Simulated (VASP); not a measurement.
# HfMo (Cmmm) in VASP: a series of runs

Runs on HfMo. Level: PBE. Tasks: relaxation of cell and atoms.

All numbers are computed with VASP 6.6.1; they aren't measurements. Logs are shortened: lines on timing, memory, paths and dates and some standing lists are left out, and cuts for length are marked.

### 1 The cell of the first run

Symmetry: Cmmm, No. 65, orthorhombic system. Conventional cell: a = 3.342 Å, b = 4.945 Å, c = 4.447 Å, α = 90.00°, β = 90.00°, γ = 90.00°. Within 3.7 Å of Hf (site symmetry mmm) lie 8 Mo at 2.78 to 3.33 Å and 6 Hf at 2.98 to 3.34 Å. Within 3.7 Å of Mo (site symmetry mmm) lie 8 Hf at 2.78 to 3.33 Å and 6 Mo at 2.98 to 3.34 Å.

### 2 Relaxation of cell and atoms, PBE, target pressure 5 GPa, at which the enthalpy is minimised

The input, INCAR:

```
SYSTEM = HfMo
  PREC = Accurate
  ENCUT = 600
  EDIFF = 1E-6
  ISMEAR = -1
  SIGMA = 0.05
  LREAL = .FALSE.
  LASPH = .TRUE.
  NELM = 60
  ALGO = Fast
  ISIF = 3
  LWAVE = .FALSE.
  LCHARG = .FALSE.
  GGA = PE
  IBRION = 2
  NSW = 60
  EDIFFG = -0.01
  PSTRESS = 50.0
```

The input, KPOINTS:

```
Automatic mesh
0
G
  10 10 6
  0 0 0
```

The input, POSCAR:

```
HfMo
1.0
    1.6712035000     -2.4724670000      0.0000000000
    1.6712035000      2.4724670000      0.0000000000
    0.0000000000      0.0000000000      4.4470110000
Hf Mo
1 1
Direct
    0.0000000000      0.0000000000      0.0000000000
    0.5000000000      0.5000000000      0.5000000000
```

Potentials or basis: VASP PAW PBE potentials, release 64 (Hf_pv, Mo_sv).

The run is started by

```sh
$ cat potpaw_PBE.64/Hf_pv/POTCAR potpaw_PBE.64/Mo_sv/POTCAR > POTCAR
$ mpirun -np 1 vasp_std > vasp.out
```

OUTCAR:

```text
SYSTEM = HfMo
   PREC = Accurate
   ENCUT = 600
   EDIFF = 1E-6
   ISMEAR = -1
   LREAL = .FALSE.
   LASPH = .TRUE.
   NELM = 60
   ISIF = 3
   GGA = PE
   IBRION = 2
   NSW = 60
   EDIFFG = -0.01
   PSTRESS = 50.0

 ion  position               nearest neighbor table
   1  0.000  0.000  0.000-   2 2.78   2 2.78   2 2.78   2 2.78   2 3.33   2 3.33   2 3.33   2 3.33

   2  0.500  0.500  0.500-   1 2.78   1 2.78   1 2.78   1 2.78   1 3.33   1 3.33   1 3.33   1 3.33

  LATTYP: Found a base centered orthorhombic cell.
 ALAT       =     3.3424070000
 B/A-ratio  =     1.4794529810
 C/A-ratio  =     1.3304815960

  Lattice vectors:

 A1 = (   1.6712035000,  -2.4724670000,   0.0000000000)
 A2 = (   1.6712035000,   2.4724670000,   0.0000000000)
 A3 = (   0.0000000000,   0.0000000000,   4.4470110000)

Analysis of symmetry for initial positions (statically):
=====================================================================
 Subroutine PRICEL returns:
 Original cell was already a primitive cell.

 Routine SETGRP: Setting up the symmetry group for a
 base centered orthorhombic supercell.

 Subroutine GETGRP returns: Found  8 space group operations
 (whereof  8 operations were pure point group operations)
 out of a pool of  8 trial point group operations.

The static configuration has the point symmetry D_2h.

Analysis of symmetry for dynamics (positions and initial velocities):
=====================================================================
 Subroutine PRICEL returns:
 Original cell was already a primitive cell.

 Routine SETGRP: Setting up the symmetry group for a
 base centered orthorhombic supercell.

 Subroutine GETGRP returns: Found  8 space group operations
 (whereof  8 operations were pure point group operations)
 out of a pool of  8 trial point group operations.

The dynamic configuration has the point symmetry D_2h.

 Subroutine INISYM returns: Found  8 space group operations
 (whereof  8 operations are pure point group operations),
 and found     1 'primitive' translations

----------------------------------------------------------------------------------------

                                     Primitive cell

  volume of cell :      36.7501

  direct lattice vectors                    reciprocal lattice vectors
     1.671203500 -2.472467000  0.000000000     0.299185587 -0.202227168  0.000000000
     1.671203500  2.472467000  0.000000000     0.299185587  0.202227168  0.000000000
     0.000000000  0.000000000  4.447011000     0.000000000  0.000000000  0.224870143

  length of vectors
     2.984294591  2.984294591  4.447011000     0.361120261  0.361120261  0.224870143

  position of ions in fractional coordinates (direct lattice)
     0.000000000  0.000000000  0.000000000
     0.500000000  0.500000000  0.500000000

  ion indices of the primitive-cell ions
   primitive index   ion index
                 1           1
                 2           2

----------------------------------------------------------------------------------------

 KPOINTS: Automatic mesh

Automatic generation of k-mesh.
 Grid dimensions read from file:
 generate k-points for:   10   10    6

 Generating k-lattice:

  Cartesian coordinates                     Fractional coordinates (reciprocal lattice)
     0.029918559 -0.020222717  0.000000000     0.100000000  0.000000000  0.000000000
     0.029918559  0.020222717  0.000000000     0.000000000  0.100000000  0.000000000
     0.000000000  0.000000000  0.037478357     0.000000000  0.000000000  0.166666667

  Length of vectors
     0.036112026  0.036112026  0.037478357

  Shift w.r.t. Gamma in fractional coordinates (k-lattice)
     0.000000000  0.000000000  0.000000000

 Subroutine IBZKPT returns following result:
 ===========================================

 Found    124 irreducible k-points:

 Following reciprocal coordinates:
            Coordinates               Weight
  0.000000  0.000000  0.000000      1.000000
  0.100000  0.000000  0.000000      4.000000
  0.200000  0.000000  0.000000      4.000000
  0.300000  0.000000  0.000000      4.000000
  0.400000 -0.000000  0.000000      4.000000
  0.500000  0.000000  0.000000      2.000000
[... 16 lines left out ...]
  0.300000  0.300000  0.000000      2.000000
  0.400000  0.300000  0.000000      4.000000
 [... further k-points ...]
   k-points           NKPTS =    124   k-points in BZ     NKDIM =    124   number of bands    NBANDS=     16
   number of dos      NEDOS =    301   number of ions     NIONS =      2
   total plane-waves  NPLWV =  20736
   dimension x,y,z NGX =    24 NGY =   24 NGZ =   36
   dimension x,y,z NGXF=    48 NGYF=   48 NGZF=   72
   ions per type =               1   1
   NGX,Y,Z   is equivalent  to a cutoff of  13.37, 13.37, 13.46 a.u.
   NGXF,Y,Z  is equivalent  to a cutoff of  26.74, 26.74, 26.92 a.u.
 SYSTEM =  HfMo
   PREC   = accura    normal or accurate (medium, high low for compatibility)
   ISTART =      0    job   : 0-new  1-cont  2-samecut
   ICHARG =      2    charge: 1-file 2-atom 10-const
   ISPIN  =      1    spin polarized calculation?
   LNONCOLLINEAR =      F non collinear calculations
   LSORBIT =      F    spin-orbit coupling
   LASPH  =      T    aspherical Exc in radial PAW
   ENCUT  =  600.0 eV  44.10 Ry    6.64 a.u.   5.96  5.96  8.88*2*pi/ulx,y,z
   NELM   =     60;   NELMIN=  2; NELMDL= -5     # of ELM steps
   EDIFF  = 0.1E-05   stopping-criterion for ELM
   LREAL  =      F    real-space projection
   EDIFFG = -.1E-01   stopping-criterion for IOM
   NSW    =     60    number of steps for IOM
   IBRION =      2    ionic relax: 0-MD 1-quasi-New 2-CG
   NFREE  =      1    steps in history (QN), initial steepest desc. (CG)
   ISIF   =      3    stress and relaxation
   ISYM   =      2    0-nonsym 1-usesym 2-fastsym
   POTIM  = 0.5000    time-step for ionic-motion
   TEBEG  =    0.0;   TEEND  =   0.0 temperature during run
   PSTRESS=   50.0 pullay stress
   NELECT =      24.0000    total number of electrons
   NUPDOWN=      -1.0000    fix difference up-down
   EMIN   =  10.00;   EMAX   =-10.00  energy-range for DOS
   EFERMI =   0.00;   METHOD = LEGACY
   ISMEAR =    -1;   SIGMA  =   0.05  broadening in eV -4-tet -1-fermi 0-gaus
   EFERMI_NEDOS =   21; number of points for ismear=-14 and -15
   IALGO  =     68    algorithm
   IMIX   =      4    mixing-type and parameters
     AMIX     =   0.40;   BMIX     =  1.00
     AMIX_MAG =   1.60;   BMIX_MAG =  1.00
  volume/ion in A,a.u.               =      18.38       124.00
  Fermi-wavevector in a.u.,A,eV,Ry     =   1.420341  2.684055 27.447958  2.017368
  Thomas-Fermi vector in A             =   2.541266
   LORBIT       =      0    0 simple, 1 ext, 2 COOP (PROOUT), +10 PAW based schemes
   GGA     = PE    functional components
   LHFCALC =     F    Hartree Fock is set to
   AEXX    =    0.0000 exact exchange contribution
   IVDW    =     0    specifies the selected vdW correction
   LEPSILON=     F    determine dielectric tensor
   LRPA    =     F    only Hartree local field effects (RPA)
 conjugate gradient relaxation of ions
 non-spin polarized calculation
 RMM-DIIS sequential band-by-band and
  energy-cutoff  :      600.00
  volume of cell :       36.75
 maximum number of plane-waves:      1256
   NGX = 11   NGY = 11   NGZ = 17

--------------------------------------- Ionic step        1  -------------------------------------------

 number of electron      23.9999998 magnetization

 Free energy of the ion-electron system (eV)
  ---------------------------------------------------
  ext. energy  EPLUGINS =         0.00000000
  ---------------------------------------------------
  free energy    TOTEN  =       -20.70249492 eV

  energy without entropy =      -20.68515839  energy(sigma->0) =      -20.69382665

------------------------ aborting loop because EDIFF is reached ----------------------------------------

  FORCE on cell =-STRESS in cart. coord.  units (eV):
  Direction    XX          YY          ZZ          XY          YZ          ZX
  --------------------------------------------------------------------------------------
  -------------------------------------------------------------------------------------
  Total        0.1252758     -0.2464212     -0.0249423     -0.0000000      0.0000000      0.0000000
  in kB        5.4615979    -10.7431261     -1.0874005     -0.0000000      0.0000000      0.0000000
  external PRESSURE =     -52.1229763 kB  Pullay stress =      50.0000000 kB
[... 175 lines left out ...]
  enthalpy is  TOTEN    =       -19.5757687396 eV   P V=        1.1111848265

--------------------------------------- Ionic step        6  -------------------------------------------

 number of electron      23.9999999 magnetization

 Free energy of the ion-electron system (eV)
  ---------------------------------------------------
  ext. energy  EPLUGINS =         0.00000000
  ---------------------------------------------------
  free energy    TOTEN  =       -20.68704966 eV

  energy without entropy =      -20.67004981  energy(sigma->0) =      -20.67854973

 E-fermi :   8.1698     XC(G=0): -12.4978

 val. band max:        8.1603351705   @ k =  -0.1000   0.1000   0.1667
 cond. band min:       8.1744144690   @ k =   0.5000   0.5000   0.5000
 fundamental gap:      0.0140792986
 Fermi energy:         8.1697514764

 k-point     1 :       0.0000    0.0000    0.0000
  band No.  band energies     occupation
      1     -52.1091      2.00000
      2     -26.3200      2.00000
      3     -25.9934      2.00000
      4     -25.8958      2.00000
      5     -21.4955      2.00000
      6     -21.2558      2.00000
[... 8 lines left out ...]
     15      10.8691      0.00000
     16      11.0133      0.00000
[... 420 lines left out ...]
  band No.  band energies     occupation
      1     -52.0298      2.00000
      2     -26.4064      2.00000
      3     -26.2433      2.00000
      4     -26.1524      2.00000
      5     -22.0017      2.00000
      6     -21.7323      2.00000
[... 8 lines left out ...]
     15      12.0946      0.00000
     16      12.9956      0.00000

 [... further k-points ...]

------------------------ aborting loop because EDIFF is reached ----------------------------------------

  FORCE on cell =-STRESS in cart. coord.  units (eV):
  Direction    XX          YY          ZZ          XY          YZ          ZX
  --------------------------------------------------------------------------------------
  -------------------------------------------------------------------------------------
  Total        1.1294806      1.1230988      1.1204593     -0.0000000      0.0000000      0.0000000
  in kB       50.8240288     50.5368640     50.4180907     -0.0000000      0.0000000      0.0000000
  external PRESSURE =       0.5929945 kB  Pullay stress =      50.0000000 kB
[... 17 lines left out ...]
  FREE ENERGIE OF THE ION-ELECTRON SYSTEM (eV)
  ---------------------------------------------------
  free  energy   TOTEN  =       -20.6870496638 eV

  energy  without entropy=      -20.6700498055  energy(sigma->0) =      -20.67854973

  enthalpy is  TOTEN    =       -19.5758817517 eV   P V=        1.1111679121

 reached required accuracy - stopping structural energy minimisation
```

Run time: 1.7 min. Hardware: 1 thread of Intel Xeon 6975P-C (Granite Rapids), shared host; peak memory 0.24 GiB.

Results:

| Quantity | Value |
| --- | --- |
| Free energy | -20.6870 eV |
| Relaxed volume | 17.80 Å³/atom |
| Relaxed cell | a = 2.941 Å, b = 2.941 Å, c = 4.415 Å, α = 90.00°, β = 90.00°, γ = 111.19° |
| Space group after relaxing (to 0.1 Å) | Cmmm (No. 65) |
| Energy change on relaxing (the run minimises the enthalpy) | +7.7 meV/atom |
| Ionic steps | 6 |
| Pressure after relaxing | 5.1 GPa |
| Band gap on the k mesh | zero (bands 12 and 13 overlap by 2.69 eV) |

Step by step:
| step | energy change (eV) | largest force (eV/Å) | pressure (GPa) | volume (Å³) |
| --- | --- | --- | --- | --- |
| 1 | 0.0000 | 0.0000 | -0.21 | 36.75 |
| 2 | 0.1420 | 0.0000 | 16.21 | 33.66 |
| 3 | 0.0157 | 0.0000 | 4.99 | 35.63 |
| 4 | 0.0164 | 0.0000 | 5.07 | 35.61 |
| 5 | 0.0155 | 0.0000 | 5.07 | 35.61 |
| 6 | 0.0154 | 0.0000 | 5.06 | 35.61 |

Final structure:
```
Hf Mo
1.0
     1.66171   -2.42660    0.00000
     1.66171    2.42660    0.00000
     0.00000    0.00000    4.41506
Hf Mo
1 1
Direct
  0.00000 0.00000 0.00000
  0.50000 0.50000 0.50000
```

Caveat: the cell is relaxed towards a set pressure, so the run minimises the enthalpy, not the energy; spin-orbit coupling is left out, which moves the levels of the heavy elements.

[end of part 1 of 2]
